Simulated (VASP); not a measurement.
# PtS2 (P-3m1) in VASP: a series of runs

PtS2 is run at these levels: PBE, PBEsol; tasks: single point.

Everything below comes from runs of VASP 6.6.1. Logs are shortened: lines on timing, memory, paths and dates and some standing lists are left out, and cuts for length are marked.

### 1 The cell of the first run

It takes space group P-3m1 (No. 164, trigonal). Conventional cell: a = 3.543 Å, b = 3.543 Å, c = 5.039 Å, α = 90.00°, β = 90.00°, γ = 120.00°. Pt (site symmetry -3m) has 6 S at 2.40 Å within 3.2 Å. S (site symmetry 3m) has 3 Pt at 2.40 Å within 3.2 Å.

### 2 Single point, PBE

INCAR reads:

```
SYSTEM = PtS2
PREC = Accurate
ENCUT = 500
EDIFF = 1E-6
ISMEAR = 1
SIGMA = 0.0789
LREAL = .FALSE.
LASPH = .TRUE.
NELM = 120
ALGO = Normal
ISIF = 2
LWAVE = .FALSE.
LCHARG = .FALSE.
GGA = PE
NBANDS = 18
GGA_COMPAT = .FALSE.
```

KPOINTS reads:

```
regular mesh
0
G
  6 6 4
  0 0 0
```

POSCAR reads:

```
PtS2
1.0
    3.5431994758      0.0000000000      0.0000000000
   -1.7715997379      3.0685007567      0.0000000000
    0.0000000000      0.0000000000      5.0388000000
Pt S
1 2
Direct
    0.0000000000      0.0000000000      0.0000000000
    0.3333333333      0.6666666667      0.2500000000
    0.6666666667      0.3333333333      0.7500000000
```

Potentials or basis: VASP PAW PBE potentials, release 64 (Pt, S).

On the command line:

```sh
$ cat potpaw_PBE.64/Pt/POTCAR potpaw_PBE.64/S/POTCAR > POTCAR
$ mpirun -np 1 vasp_std > vasp.out
```

OUTCAR:

```text
SYSTEM = PtS2
   PREC = Accurate
   ENCUT = 500
   EDIFF = 1E-6
   ISMEAR = 1
   LREAL = .FALSE.
   LASPH = .TRUE.
   NELM = 120
   ISIF = 2
   GGA = PE

 ion  position               nearest neighbor table
   1  0.000  0.000  0.000-   2 2.40   3 2.40   2 2.40   3 2.40   3 2.40   2 2.40
   2  0.333  0.667  0.250-   1 2.40   1 2.40   1 2.40
   3  0.667  0.333  0.750-   1 2.40   1 2.40   1 2.40

  LATTYP: Found a hexagonal cell.
 ALAT       =     3.5431994758
 C/A-ratio  =     1.4221045229

  Lattice vectors:

 A1 = (   3.5431994758,   0.0000000000,   0.0000000000)
 A2 = (  -1.7715997379,   3.0685007567,   0.0000000000)
 A3 = (   0.0000000000,   0.0000000000,   5.0388000000)

Analysis of symmetry for initial positions (statically):
=====================================================================
 Subroutine PRICEL returns:
 Original cell was already a primitive cell.

 Routine SETGRP: Setting up the symmetry group for a
 hexagonal supercell.

 Subroutine GETGRP returns: Found 12 space group operations
 (whereof 12 operations were pure point group operations)
 out of a pool of 24 trial point group operations.

The static configuration has the point symmetry D_3d.

Analysis of symmetry for dynamics (positions and initial velocities):
=====================================================================
 Subroutine PRICEL returns:
 Original cell was already a primitive cell.

 Routine SETGRP: Setting up the symmetry group for a
 hexagonal supercell.

 Subroutine GETGRP returns: Found 12 space group operations
 (whereof 12 operations were pure point group operations)
 out of a pool of 24 trial point group operations.

The dynamic configuration has the point symmetry D_3d.

 Subroutine INISYM returns: Found 12 space group operations
 (whereof 12 operations are pure point group operations),
 and found     1 'primitive' translations

----------------------------------------------------------------------------------------

                                     Primitive cell

  volume of cell :      54.7834

  direct lattice vectors                    reciprocal lattice vectors
     3.543199476  0.000000000  0.000000000     0.282230794  0.162946025  0.000000000
    -1.771599738  3.068500757  0.000000000     0.000000000  0.325892049  0.000000000
     0.000000000  0.000000000  5.038800000     0.000000000  0.000000000  0.198459951

  length of vectors
     3.543199476  3.543199476  5.038800000     0.325892049  0.325892049  0.198459951

  position of ions in fractional coordinates (direct lattice)
     0.000000000  0.000000000  0.000000000
     0.333333333  0.666666667  0.250000000
     0.666666667  0.333333333  0.750000000

  ion indices of the primitive-cell ions
   primitive index   ion index
                 1           1
                 2           2
                 3           3

----------------------------------------------------------------------------------------

 KPOINTS: regular mesh

Automatic generation of k-mesh.
 Grid dimensions read from file:
 generate k-points for:    6    6    4

 Generating k-lattice:

  Cartesian coordinates                     Fractional coordinates (reciprocal lattice)
     0.047038466  0.027157671  0.000000000     0.166666667  0.000000000  0.000000000
     0.000000000  0.054315342  0.000000000     0.000000000  0.166666667  0.000000000
     0.000000000  0.000000000  0.049614988     0.000000000  0.000000000  0.250000000

  Length of vectors
     0.054315342  0.054315342  0.049614988

  Shift w.r.t. Gamma in fractional coordinates (k-lattice)
     0.000000000  0.000000000  0.000000000

 Subroutine IBZKPT returns following result:
 ===========================================

 Found     24 irreducible k-points:

 Following reciprocal coordinates:
            Coordinates               Weight
  0.000000  0.000000  0.000000      1.000000
  0.166667  0.000000  0.000000      6.000000
  0.333333 -0.000000  0.000000      6.000000
  0.500000 -0.000000  0.000000      3.000000
  0.166667  0.166667  0.000000      6.000000
  0.333333  0.166667  0.000000     12.000000
[... 16 lines left out ...]
  0.333333  0.166667  0.500000     12.000000
  0.333333  0.333333  0.500000      2.000000
   k-points           NKPTS =     24   k-points in BZ     NKDIM =     24   number of bands    NBANDS=     18
   number of dos      NEDOS =    301   number of ions     NIONS =      3
   total plane-waves  NPLWV =  31360
   dimension x,y,z NGX =    28 NGY =   28 NGZ =   40
   dimension x,y,z NGXF=    56 NGYF=   56 NGZF=   80
   ions per type =               1   2
   NGX,Y,Z   is equivalent  to a cutoff of  13.14, 13.14, 13.20 a.u.
   NGXF,Y,Z  is equivalent  to a cutoff of  26.28, 26.28, 26.39 a.u.
 SYSTEM =  PtS2
   PREC   = accura    normal or accurate (medium, high low for compatibility)
   ISTART =      0    job   : 0-new  1-cont  2-samecut
   ICHARG =      2    charge: 1-file 2-atom 10-const
   ISPIN  =      1    spin polarized calculation?
   LNONCOLLINEAR =      F non collinear calculations
   LSORBIT =      F    spin-orbit coupling
   LASPH  =      T    aspherical Exc in radial PAW
   ENCUT  =  500.0 eV  36.75 Ry    6.06 a.u.   6.46  6.46  9.19*2*pi/ulx,y,z
   NELM   =    120;   NELMIN=  2; NELMDL= -5     # of ELM steps
   EDIFF  = 0.1E-05   stopping-criterion for ELM
   LREAL  =      F    real-space projection
   EDIFFG = 0.1E-04   stopping-criterion for IOM
   NSW    =      0    number of steps for IOM
   IBRION =     -1    ionic relax: 0-MD 1-quasi-New 2-CG
   NFREE  =      0    steps in history (QN), initial steepest desc. (CG)
   ISIF   =      2    stress and relaxation
   ISYM   =      2    0-nonsym 1-usesym 2-fastsym
   POTIM  = 0.5000    time-step for ionic-motion
   TEBEG  =    0.0;   TEEND  =   0.0 temperature during run
   PSTRESS=    0.0 pullay stress
   NELECT =      22.0000    total number of electrons
   NUPDOWN=      -1.0000    fix difference up-down
   EMIN   =  10.00;   EMAX   =-10.00  energy-range for DOS
   EFERMI =   0.00;   METHOD = LEGACY
   ISMEAR =     1;   SIGMA  =   0.08  broadening in eV -4-tet -1-fermi 0-gaus
   EFERMI_NEDOS =   21; number of points for ismear=-14 and -15
   IALGO  =     38    algorithm
   IMIX   =      4    mixing-type and parameters
     AMIX     =   0.40;   BMIX     =  1.00
     AMIX_MAG =   1.60;   BMIX_MAG =  1.00
  volume/ion in A,a.u.               =      18.26       123.23
  Fermi-wavevector in a.u.,A,eV,Ry     =   1.207812  2.282434 19.848319  1.458810
  Thomas-Fermi vector in A             =   2.343439
   LORBIT       =      0    0 simple, 1 ext, 2 COOP (PROOUT), +10 PAW based schemes
   GGA     = PE    functional components
   LHFCALC =     F    Hartree Fock is set to
   AEXX    =    0.0000 exact exchange contribution
   IVDW    =     0    specifies the selected vdW correction
   LEPSILON=     F    determine dielectric tensor
   LRPA    =     F    only Hartree local field effects (RPA)
 non-spin polarized calculation
 Methfessel and Paxton  Order N= 1 SIGMA  =   0.08
  energy-cutoff  :      500.00
  volume of cell :       54.78
 maximum number of plane-waves:      1411
 NGX is ok and might be reduce to    28
   NGX = 13   NGY = 13   NGZ = 19

 number of electron      22.0000000 magnetization

 Free energy of the ion-electron system (eV)
  ---------------------------------------------------
  ext. energy  EPLUGINS =         0.00000000
  ---------------------------------------------------
  free energy    TOTEN  =       -15.36129155 eV

  energy without entropy =      -15.36152507  energy(sigma->0) =      -15.36136939

 E-fermi :   6.8999     XC(G=0): -10.6934

 val. band max:        6.8620273209   @ k =   0.0000   0.0000   0.0000
 cond. band min:       7.4207805041   @ k =   0.3333   0.3333   0.0000
 fundamental gap:      0.5587531832
 Fermi energy:         6.8999401861

 k-point     1 :       0.0000    0.0000    0.0000
  band No.  band energies     occupation
      1      -8.3955      2.00000
      2      -5.5745      2.00000
      3      -0.2051      2.00000
      4       0.4191      2.00000
      5       0.4191      2.00000
      6       3.0603      2.00000
[... 10 lines left out ...]
     17      14.8515      0.00000
     18      19.7413      0.00000

 k-point     2 :       0.1667    0.0000    0.0000
  band No.  band energies     occupation
      1      -8.0564      2.00000
      2      -5.7152      2.00000
      3       0.1656      2.00000
      4       0.6194      2.00000
      5       0.6453      2.00000
      6       2.4827      2.00000
[... 10 lines left out ...]
     17      15.7720      0.00000
     18      16.6844      0.00000

 k-point     3 :       0.3333   -0.0000    0.0000
  band No.  band energies     occupation
      1      -7.2077      2.00000
      2      -6.0133      2.00000
      3       0.4163      2.00000
      4       0.9461      2.00000
      5       1.2217      2.00000
      6       1.6299      2.00000
[... 10 lines left out ...]
     17      15.4053      0.00000
     18      16.2929      0.00000

 k-point     4 :       0.5000   -0.0000    0.0000
  band No.  band energies     occupation
      1      -6.4838      2.00000
      2      -6.3386      2.00000
      3      -0.4007      2.00000
      4       1.0191      2.00000
      5       1.6048      2.00000
      6       2.6674      2.00000
[... 375 lines left out ...]
      4       0.6129      2.00000
      5       1.5103      2.00000
      6       2.1056      2.00000
[... 10 lines left out ...]
     17      15.5565      0.00000
     18      16.1654      0.00000

 k-point    23 :       0.3333    0.1667    0.5000
  band No.  band energies     occupation
      1      -6.5282      2.00000
      2      -6.2341      2.00000
      3      -0.1442      2.00000
      4       0.5961      2.00000
      5       1.4244      2.00000
      6       2.2565      2.00000
[... 10 lines left out ...]
     17      15.6727      0.00000
     18      17.1101      0.00000

 k-point    24 :       0.3333    0.3333    0.5000
  band No.  band energies     occupation
      1      -6.2605      2.00000
      2      -6.2605      2.00000
      3       0.5543      2.00000
      4       0.5543      2.00000
      5       0.7893      2.00000
      6       2.4899      2.00000
[... 10 lines left out ...]
     17      14.8177      0.00000
     18      17.4168      0.00000

------------------------ aborting loop because EDIFF is reached ----------------------------------------

  FORCE on cell =-STRESS in cart. coord.  units (eV):
  Direction    XX          YY          ZZ          XY          YZ          ZX
  --------------------------------------------------------------------------------------
  -------------------------------------------------------------------------------------
  Total        0.9632258      0.9632258      0.0840654     -0.0000000      0.0000000      0.0000000
  in kB       28.1701874     28.1701874      2.4585486     -0.0000000      0.0000000      0.0000000
  external PRESSURE =      19.5996411 kB  Pullay stress =       0.0000000 kB

 VOLUME and BASIS-vectors are now :
 -----------------------------------------------------------------------------
  energy-cutoff  :      500.00
  volume of cell :       54.78
      direct lattice vectors                 reciprocal lattice vectors
     3.543199476  0.000000000  0.000000000     0.282230794  0.162946025  0.000000000
    -1.771599738  3.068500757  0.000000000     0.000000000  0.325892049  0.000000000
     0.000000000  0.000000000  5.038800000     0.000000000  0.000000000  0.198459951

 POSITION                                       TOTAL-FORCE (eV/Angst)
 -----------------------------------------------------------------------------------
      0.00000      0.00000      0.00000         0.000000      0.000000      0.000000
     -0.00000      2.04567      1.25970        -0.000000     -0.000000     -0.372246
      1.77160      1.02283      3.77910        -0.000000      0.000000      0.372246
 -----------------------------------------------------------------------------------
    total drift:                               -0.000000     -0.000000     -0.000000

  FREE ENERGIE OF THE ION-ELECTRON SYSTEM (eV)
  ---------------------------------------------------
  free  energy   TOTEN  =       -15.3612915499 eV

  energy  without entropy=      -15.3615250697  energy(sigma->0) =      -15.36136939
```

It took 19 s on 1 thread of Intel Xeon 6975P-C, shared host; peak memory 0.18 GiB.

What came out:

```yaml
Free_energy: -15.3613 eV
Pressure: 2.0 GPa
Largest_force: 0.372 eV/Å
Band_gap_on_the_k_mesh: 0.56 eV, indirect (least direct gap 1.31 eV)
```

Forces on the atoms (eV/Å):
```
Pt   0.000  0.000  0.000
S    0.000  0.000 -0.372
S    0.000  0.000  0.372
```

Caveat: spin-orbit coupling is left out, which moves the levels of the heavy elements.

### 3 Single point, PBE

INCAR reads:

```
SYSTEM = PtS2
ALGO = Normal
EDIFF = 1E-6
ENCUT = 500
GGA = PE
GGA_COMPAT = .FALSE.
ISIF = 2
ISMEAR = -1
LASPH = .TRUE.
LCHARG = .FALSE.
LREAL = .FALSE.
LWAVE = .FALSE.
NBANDS = 18
NELM = 120
PREC = Accurate
SIGMA = 0.0082
```

KPOINTS reads:

```
k-points
0
G
  6 6 4
  0 0 0
```

POSCAR is that of step 2.

Potentials or basis: VASP PAW PBE potentials, release 64 (Pt, S).

On the command line:

```sh
$ cat potpaw_PBE.64/Pt/POTCAR potpaw_PBE.64/S/POTCAR > POTCAR
$ mpirun -np 1 vasp_std > vasp.out
```

Wall time 21 s (1 thread of Intel Xeon 6975P-C, shared host); peak memory 0.19 GiB.

Results (log left out):

| Quantity | Value |
| --- | --- |
| Free energy | -15.3614 eV |
| Pressure | 2.0 GPa |
| Largest force | 0.373 eV/Å |
| Band gap on the k mesh | 0.56 eV, indirect (least direct gap 1.31 eV) |

Forces on the atoms (eV/Å):
```
Pt   0.000  0.000  0.000
S    0.000  0.000 -0.373
S    0.000  0.000  0.373
```

Stress tensor (GPa, compression positive):
```
2.81 0.00 0.00
0.00 2.81 0.00
0.00 0.00 0.25
```

Levels at points of the mesh, in eV from the valence-band top:
```csv
k point,band 7,band 8,band 9,band 10,band 11,band 12,band 13,band 14,band 15,band 16
"(0.00, 0.00, 0.00)",-3.80,-2.24,-1.13,-1.13,0.00,1.77,1.77,4.51,5.26,7.99
"(0.50, 0.00, 0.00)",-3.52,-3.22,-3.07,-3.01,-2.54,1.27,2.40,5.39,6.34,7.90
"(0.00, 0.00, 0.50)",-3.83,-2.88,-1.45,-1.45,-1.28,2.44,2.44,5.52,6.97,7.64
"(0.50, 0.00, 0.50)",-3.28,-3.08,-2.74,-2.68,-1.50,1.38,2.07,4.93,5.25,7.40
```

Caveat: spin-orbit coupling is left out, which moves the levels of the heavy elements. A k mesh can miss the band edges.

### 4 Single point, PBEsol

INCAR reads:

```
SYSTEM = PtS2
  PREC = Accurate
  ENCUT = 500
  EDIFF = 1E-6
  ISMEAR = 0
  SIGMA = 0.1
  LREAL = .FALSE.
  LASPH = .TRUE.
  NELM = 120
  ALGO = Normal
  ISIF = 2
  LWAVE = .FALSE.
  LCHARG = .FALSE.
  GGA = PS
  NBANDS = 18
  GGA_COMPAT = .FALSE.
```

KPOINTS reads:

```
regular mesh
0
G
  6 6 4
  0 0 0
```

POSCAR is that of step 3.

Potentials or basis: VASP PAW PBE potentials, release 64 (Pt, S).

On the command line:

```sh
$ cat potpaw_PBE.64/Pt/POTCAR potpaw_PBE.64/S/POTCAR > POTCAR
$ mpirun -np 1 vasp_std > vasp.out
```

OUTCAR:

```text
SYSTEM = PtS2
   PREC = Accurate
   ENCUT = 500
   EDIFF = 1E-6
   ISMEAR = 0
   LREAL = .FALSE.
   LASPH = .TRUE.
   NELM = 120
   ISIF = 2
   GGA = PS

 ion  position               nearest neighbor table
   1  0.000  0.000  0.000-   2 2.40   3 2.40   2 2.40   3 2.40   3 2.40   2 2.40
   2  0.333  0.667  0.250-   1 2.40   1 2.40   1 2.40
   3  0.667  0.333  0.750-   1 2.40   1 2.40   1 2.40

  LATTYP: Found a hexagonal cell.
 ALAT       =     3.5431994758
 C/A-ratio  =     1.4221045229

  Lattice vectors:
[... 693 lines left out ...]

  FORCE on cell =-STRESS in cart. coord.  units (eV):
  Direction    XX          YY          ZZ          XY          YZ          ZX
  --------------------------------------------------------------------------------------
  -------------------------------------------------------------------------------------
  Total       -0.7907597     -0.7907597     -1.5443974      0.0000000      0.0000000      0.0000000
  in kB      -23.1262996    -23.1262996    -45.1669405      0.0000000      0.0000000      0.0000000
  external PRESSURE =     -30.4731799 kB  Pullay stress =       0.0000000 kB

 VOLUME and BASIS-vectors are now :
 -----------------------------------------------------------------------------
  energy-cutoff  :      500.00
  volume of cell :       54.78
      direct lattice vectors                 reciprocal lattice vectors
     3.543199476  0.000000000  0.000000000     0.282230794  0.162946025  0.000000000
    -1.771599738  3.068500757  0.000000000     0.000000000  0.325892049  0.000000000
     0.000000000  0.000000000  5.038800000     0.000000000  0.000000000  0.198459951

 POSITION                                       TOTAL-FORCE (eV/Angst)
 -----------------------------------------------------------------------------------
      0.00000      0.00000      0.00000        -0.000000      0.000000      0.000000
     -0.00000      2.04567      1.25970        -0.000000     -0.000000     -0.599539
      1.77160      1.02283      3.77910         0.000000     -0.000000      0.599539
 -----------------------------------------------------------------------------------
    total drift:                               -0.000000     -0.000000     -0.000000

  FREE ENERGIE OF THE ION-ELECTRON SYSTEM (eV)
  ---------------------------------------------------
  free  energy   TOTEN  =       -16.9619714910 eV

  energy  without entropy=      -16.9619674907  energy(sigma->0) =      -16.96196949
```

OSZICAR:

```text
N       E                     dE             d eps       ncg     rms          rms(c)
DAV:   1     0.105401143334E+03    0.10540E+03   -0.10210E+04   880   0.106E+03
DAV:   2    -0.133084668508E+02   -0.11871E+03   -0.11507E+03  1038   0.216E+02
DAV:   3    -0.182369602246E+02   -0.49285E+01   -0.48953E+01  1088   0.446E+01
DAV:   4    -0.182878174764E+02   -0.50857E-01   -0.50827E-01  1130   0.501E+00
DAV:   5    -0.182885322682E+02   -0.71479E-03   -0.71473E-03  1136   0.582E-01    0.177E+01
DAV:   6    -0.172523344885E+02    0.10362E+01   -0.59864E+00   902   0.235E+01    0.117E+01
DAV:   7    -0.169902258339E+02    0.26211E+00   -0.11754E+00   896   0.109E+01    0.548E+00
DAV:   8    -0.169654933576E+02    0.24732E-01   -0.72352E-02   966   0.183E+00    0.118E+00
DAV:   9    -0.169619050408E+02    0.35883E-02   -0.79646E-03  1016   0.894E-01    0.255E-01
DAV:  10    -0.169619579769E+02   -0.52936E-04   -0.15827E-03  1050   0.248E-01    0.777E-02
DAV:  11    -0.169619707883E+02   -0.12811E-04   -0.62896E-05  1100   0.633E-02    0.510E-02
DAV:  12    -0.169619714910E+02   -0.70276E-06   -0.53550E-06  1034   0.201E-02
   1 F= -.16961971E+02 E0= -.16961969E+02  d E =-.400035E-05
```

It took 16 s on 1 thread of Intel Xeon 6975P-C, shared host; peak memory 0.18 GiB.

Results:

- Free energy: -16.9620 eV
- Pressure: -3.0 GPa
- Largest force: 0.600 eV/Å
- Band gap on the k mesh: 0.49 eV, indirect (least direct gap 1.26 eV)

Forces in eV/Å, atoms in the order of the input:
```
Pt   0.000  0.000  0.000
S    0.000  0.000 -0.600
S    0.000  0.000  0.600
```

Caveat: the PAW data sets were made with another functional, which shifts forces and pressure a little; spin-orbit coupling is left out, which moves the levels of the heavy elements.

(Continued in part 2 of 2.)
